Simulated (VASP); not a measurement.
Runs of VASP 6.6.1 on ZnS. The structure is that of space group F-43m (No. 216), or close to it. The cells are those of the table. 

| task | cell | k mesh | cutoff (eV) | smearing | gap on the mesh (eV) | pressure (GPa) |
| --- | --- | --- | --- | --- | --- | --- |
| single point | a = 3.811 Å, angles 60.0°, 2 atoms | 8 × 8 × 8 | 520 | gaussian 0.05 eV | 2.71 | 0.0 |
| single point | a = 3.811 Å, angles 60.0°, 2 atoms | 8 × 8 × 8 | 520 | gaussian 0.02 eV | 2.71 | 0.0 |
| single point | a = 3.825 Å, angles 60.0°, 2 atoms | 6 × 6 × 6 | 550 | gaussian 0.1 eV | 2.66 | (a) |
| relaxation of cell and atoms | relaxed from a = 3.825 Å, angles 60.0°, 2 atoms | 8 × 8 × 8 | 600 | gaussian 0.02 eV | 2.71 | 0.0 |

Alike in all rows: level r2SCAN; potentials or basis VASP PAW PBE potentials, release 64 (Zn, S); no spin polarisation.

Problem. Fill in the values left out.

Solution. (a) -0.8.

Caveats: the PAW data sets were made with another functional, which shifts forces and pressure a little.

